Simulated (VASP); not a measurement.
# InP (F-43m) in VASP: a series of runs

InP is run at these levels: PBE, LDA; tasks: single point.

All numbers are computed with VASP 6.6.1; they aren't measurements. Logs are shortened: lines on timing, memory, paths and dates and some standing lists are left out, and cuts for length are marked.

## Step 1: The cell of the first run

Symmetry: F-43m, No. 216, cubic system. Conventional cell: a = 5.861 Å, b = 5.861 Å, c = 5.861 Å, α = 90.00°, β = 90.00°, γ = 90.00°. In (site symmetry -43m) has 4 P at 2.54 Å within 3.3 Å. Within 3.3 Å of P (site symmetry -43m) lie 4 In at 2.54 Å.

## Step 2: Single point, PBE

Contents of INCAR:

```
PREC = Accurate
ENCUT = 520
EDIFF = 1E-6
ISMEAR = 0
SIGMA = 0.024
LREAL = False
LASPH = True
NELM = 60
ALGO = Normal
ISIF = 2
LWAVE = False
LCHARG = True
GGA = PE
LELF = True
LVHAR = True
NBANDS = 16
```

Contents of KPOINTS:

```
regular mesh
0
Gamma
  8 8 8
```

Contents of POSCAR:

```
InP
1.0
    0.0000000000      2.9305000000      2.9305000000
    2.9305000000      0.0000000000      2.9305000000
    2.9305000000      2.9305000000      0.0000000000
In P
1 1
Direct
    0.0000000000      0.0000000000      0.0000000000
    0.7500000000      0.7500000000      0.7500000000
```

Potentials or basis: VASP PAW PBE potentials, release 64 (In_d, P).

Command:

```console
$ cat potpaw_PBE.64/In_d/POTCAR potpaw_PBE.64/P/POTCAR > POTCAR
$ mpirun -np 1 vasp_std > vasp.out
```

OUTCAR:

```text
PREC = Accurate
   ENCUT = 520
   EDIFF = 1E-6
   ISMEAR = 0
   LREAL = False
   LASPH = True
   NELM = 60
   ISIF = 2
   GGA = PE

 ion  position               nearest neighbor table
   1  0.000  0.000  0.000-   2 2.54   2 2.54   2 2.54   2 2.54
   2  0.750  0.750  0.750-   1 2.54   1 2.54   1 2.54   1 2.54

  LATTYP: Found a face centered cubic cell.
 ALAT       =     5.8610000000

  Lattice vectors:

 A1 = (   0.0000000000,   2.9305000000,   2.9305000000)
 A2 = (   2.9305000000,   0.0000000000,   2.9305000000)
 A3 = (   2.9305000000,   2.9305000000,   0.0000000000)

Analysis of symmetry for initial positions (statically):
=====================================================================
 Subroutine PRICEL returns:
 Original cell was already a primitive cell.

 Routine SETGRP: Setting up the symmetry group for a
 face centered cubic supercell.

 Subroutine GETGRP returns: Found 24 space group operations
 (whereof 24 operations were pure point group operations)
 out of a pool of 48 trial point group operations.

The static configuration has the point symmetry T_d .

Analysis of symmetry for dynamics (positions and initial velocities):
=====================================================================
 Subroutine PRICEL returns:
 Original cell was already a primitive cell.

 Routine SETGRP: Setting up the symmetry group for a
 face centered cubic supercell.

 Subroutine GETGRP returns: Found 24 space group operations
 (whereof 24 operations were pure point group operations)
 out of a pool of 48 trial point group operations.

The dynamic configuration has the point symmetry T_d .

 Subroutine INISYM returns: Found 24 space group operations
 (whereof 24 operations are pure point group operations),
 and found     1 'primitive' translations

----------------------------------------------------------------------------------------

                                     Primitive cell

  volume of cell :      50.3333

  direct lattice vectors                    reciprocal lattice vectors
     0.000000000  2.930500000  2.930500000    -0.170619348  0.170619348  0.170619348
     2.930500000  0.000000000  2.930500000     0.170619348 -0.170619348  0.170619348
     2.930500000  2.930500000  0.000000000     0.170619348  0.170619348 -0.170619348

  length of vectors
     4.144352845  4.144352845  4.144352845     0.295521380  0.295521380  0.295521380

  position of ions in fractional coordinates (direct lattice)
     0.000000000  0.000000000  0.000000000
     0.750000000  0.750000000  0.750000000

  ion indices of the primitive-cell ions
   primitive index   ion index
                 1           1
                 2           2

----------------------------------------------------------------------------------------

 KPOINTS: regular mesh

Automatic generation of k-mesh.
 Grid dimensions read from file:
 generate k-points for:    8    8    8

 Generating k-lattice:

  Cartesian coordinates                     Fractional coordinates (reciprocal lattice)
    -0.021327419  0.021327419  0.021327419     0.125000000  0.000000000  0.000000000
     0.021327419 -0.021327419  0.021327419     0.000000000  0.125000000  0.000000000
     0.021327419  0.021327419 -0.021327419     0.000000000  0.000000000  0.125000000

  Length of vectors
     0.036940172  0.036940172  0.036940172

  Shift w.r.t. Gamma in fractional coordinates (k-lattice)
     0.000000000  0.000000000  0.000000000

 Subroutine IBZKPT returns following result:
 ===========================================

 Found     29 irreducible k-points:

 Following reciprocal coordinates:
            Coordinates               Weight
  0.000000  0.000000  0.000000      1.000000
  0.125000  0.000000  0.000000      8.000000
  0.250000  0.000000  0.000000      8.000000
  0.375000  0.000000  0.000000      8.000000
  0.500000  0.000000  0.000000      4.000000
  0.125000  0.125000  0.000000      6.000000
[... 16 lines left out ...]
  0.500000  0.250000  0.125000     48.000000
 -0.375000  0.250000  0.125000     24.000000
 [... further k-points ...]
   k-points           NKPTS =     29   k-points in BZ     NKDIM =     29   number of bands    NBANDS=     16
   number of dos      NEDOS =    301   number of ions     NIONS =      2
   total plane-waves  NPLWV =  32768
   dimension x,y,z NGX =    32 NGY =   32 NGZ =   32
   dimension x,y,z NGXF=    64 NGYF=   64 NGZF=   64
   ions per type =               1   1
   NGX,Y,Z   is equivalent  to a cutoff of  12.84, 12.84, 12.84 a.u.
   NGXF,Y,Z  is equivalent  to a cutoff of  25.67, 25.67, 25.67 a.u.
 SYSTEM =  unknown system
   PREC   = accura    normal or accurate (medium, high low for compatibility)
   ISTART =      0    job   : 0-new  1-cont  2-samecut
   ICHARG =      2    charge: 1-file 2-atom 10-const
   ISPIN  =      1    spin polarized calculation?
   LNONCOLLINEAR =      F non collinear calculations
   LSORBIT =      F    spin-orbit coupling
   LASPH  =      T    aspherical Exc in radial PAW
   ENCUT  =  520.0 eV  38.22 Ry    6.18 a.u.   7.71  7.71  7.71*2*pi/ulx,y,z
   NELM   =     60;   NELMIN=  2; NELMDL= -5     # of ELM steps
   EDIFF  = 0.1E-05   stopping-criterion for ELM
   LREAL  =      F    real-space projection
   EDIFFG = 0.1E-04   stopping-criterion for IOM
   NSW    =      0    number of steps for IOM
   IBRION =     -1    ionic relax: 0-MD 1-quasi-New 2-CG
   NFREE  =      0    steps in history (QN), initial steepest desc. (CG)
   ISIF   =      2    stress and relaxation
   ISYM   =      2    0-nonsym 1-usesym 2-fastsym
   POTIM  = 0.5000    time-step for ionic-motion
   TEBEG  =    0.0;   TEEND  =   0.0 temperature during run
   PSTRESS=    0.0 pullay stress
   NELECT =      18.0000    total number of electrons
   NUPDOWN=      -1.0000    fix difference up-down
   EMIN   =  10.00;   EMAX   =-10.00  energy-range for DOS
   EFERMI =   0.00;   METHOD = LEGACY
   ISMEAR =     0;   SIGMA  =   0.02  broadening in eV -4-tet -1-fermi 0-gaus
   EFERMI_NEDOS =   21; number of points for ismear=-14 and -15
   IALGO  =     38    algorithm
   IMIX   =      4    mixing-type and parameters
     AMIX     =   0.40;   BMIX     =  1.00
     AMIX_MAG =   1.60;   BMIX_MAG =  1.00
  volume/ion in A,a.u.               =      25.17       169.83
  Fermi-wavevector in a.u.,A,eV,Ry     =   1.162021  2.195901 18.371846  1.350293
  Thomas-Fermi vector in A             =   2.298587
   LORBIT       =      0    0 simple, 1 ext, 2 COOP (PROOUT), +10 PAW based schemes
   GGA     = PE    functional components
   LHFCALC =     F    Hartree Fock is set to
   AEXX    =    0.0000 exact exchange contribution
   IVDW    =     0    specifies the selected vdW correction
   LEPSILON=     F    determine dielectric tensor
   LRPA    =     F    only Hartree local field effects (RPA)
 non-spin polarized calculation
 Gauss-broadening in eV      SIGMA  =   0.02
  energy-cutoff  :      520.00
  volume of cell :       50.33
 maximum number of plane-waves:      1380
   NGX = 15   NGY = 15   NGZ = 15

 number of electron      18.0000005 magnetization

 Free energy of the ion-electron system (eV)
  ---------------------------------------------------
  ext. energy  EPLUGINS =         0.00000000
  ---------------------------------------------------
  free energy    TOTEN  =        -8.38078674 eV

  energy without entropy =       -8.38078674  energy(sigma->0) =       -8.38078674

 E-fermi :   5.3681     XC(G=0):  -9.2831

 val. band max:        5.1888467657   @ k =   0.0000   0.0000   0.0000
 cond. band min:       5.9008512377   @ k =   0.0000   0.0000   0.0000
 fundamental gap:      0.7120044719
 Fermi energy:         5.3680779429

 k-point     1 :       0.0000    0.0000    0.0000
  band No.  band energies     occupation
      1      -8.9971      2.00000
      2      -8.9971      2.00000
      3      -8.9971      2.00000
      4      -8.8450      2.00000
      5      -8.8450      2.00000
      6      -6.3284      2.00000
[... 8 lines left out ...]
     15      14.6384      0.00000
     16      14.6384      0.00000

 k-point     2 :       0.1250    0.0000    0.0000
  band No.  band energies     occupation
      1      -9.0161      2.00000
      2      -8.9896      2.00000
      3      -8.9896      2.00000
      4      -8.8449      2.00000
      5      -8.8449      2.00000
      6      -6.1499      2.00000
[... 8 lines left out ...]
     15      14.0006      0.00000
     16      14.5463      0.00000

 k-point     3 :       0.2500    0.0000    0.0000
  band No.  band energies     occupation
      1      -9.0595      2.00000
      2      -8.9737      2.00000
      3      -8.9737      2.00000
      4      -8.8424      2.00000
      5      -8.8424      2.00000
      6      -5.6513      2.00000
[... 8 lines left out ...]
     15      13.7781      0.00000
     16      14.3292      0.00000

 k-point     4 :       0.3750    0.0000    0.0000
  band No.  band energies     occupation
      1      -9.1001      2.00000
      2      -8.9618      2.00000
      3      -8.9618      2.00000
      4      -8.8356      2.00000
      5      -8.8356      2.00000
      6      -4.9842      2.00000
[... 8 lines left out ...]
     15      14.7086      0.00000
     16      14.7086      0.00000
[... 324 lines left out ...]
 k-point    22 :       0.3750    0.2500    0.1250
  band No.  band energies     occupation
      1      -9.0976      2.00000
      2      -8.9544      2.00000
      3      -8.9480      2.00000
      4      -8.8603      2.00000
      5      -8.8298      2.00000
      6      -5.2374      2.00000
[... 8 lines left out ...]
     15      15.3795      0.00000
     16      16.8511      0.00000

 k-point    23 :       0.5000    0.2500    0.1250
  band No.  band energies     occupation
      1      -9.1215      2.00000
      2      -8.9490      2.00000
      3      -8.9335      2.00000
      4      -8.8564      2.00000
      5      -8.8295      2.00000
      6      -4.6266      2.00000
[... 8 lines left out ...]
     15      16.0457      0.00000
     16      16.5906      0.00000

 k-point    24 :      -0.3750    0.2500    0.1250
  band No.  band energies     occupation
      1      -9.1302      2.00000
      2      -8.9485      2.00000
      3      -8.9285      2.00000
      4      -8.8504      2.00000
      5      -8.8320      2.00000
      6      -4.2866      2.00000
[... 8 lines left out ...]
     15      15.8985      0.00000
     16      16.5202      0.00000

 [... further k-points ...]

------------------------ aborting loop because EDIFF is reached ----------------------------------------

  FORCE on cell =-STRESS in cart. coord.  units (eV):
  Direction    XX          YY          ZZ          XY          YZ          ZX
  --------------------------------------------------------------------------------------
  -------------------------------------------------------------------------------------
  Total        1.0287256      1.0287256      1.0287256     -0.0000000     -0.0000000     -0.0000000
  in kB       32.7457509     32.7457509     32.7457509     -0.0000000     -0.0000000     -0.0000000
  external PRESSURE =      32.7457509 kB  Pullay stress =       0.0000000 kB

 VOLUME and BASIS-vectors are now :
 -----------------------------------------------------------------------------
  energy-cutoff  :      520.00
  volume of cell :       50.33
      direct lattice vectors                 reciprocal lattice vectors
     0.000000000  2.930500000  2.930500000    -0.170619348  0.170619348  0.170619348
     2.930500000  0.000000000  2.930500000     0.170619348 -0.170619348  0.170619348
     2.930500000  2.930500000  0.000000000     0.170619348  0.170619348 -0.170619348

 POSITION                                       TOTAL-FORCE (eV/Angst)
 -----------------------------------------------------------------------------------
      0.00000      0.00000      0.00000         0.000000      0.000000      0.000000
      4.39575      4.39575      4.39575        -0.000000     -0.000000     -0.000000
 -----------------------------------------------------------------------------------
    total drift:                                0.000000      0.000000      0.000000

  FREE ENERGIE OF THE ION-ELECTRON SYSTEM (eV)
  ---------------------------------------------------
  free  energy   TOTEN  =        -8.3807867413 eV

  energy  without entropy=       -8.3807867413  energy(sigma->0) =       -8.38078674
```

It took 36 s on 1 thread of Intel Xeon 8259CL, shared host; peak memory 0.18 GiB.

Results:

- Free energy: -8.3808 eV
- Pressure: 3.3 GPa
- Band gap on the k mesh: 0.71 eV, direct

Caveat: spin-orbit coupling is left out, which moves the levels of the heavy elements.

(Continued in part 2 of 3.)
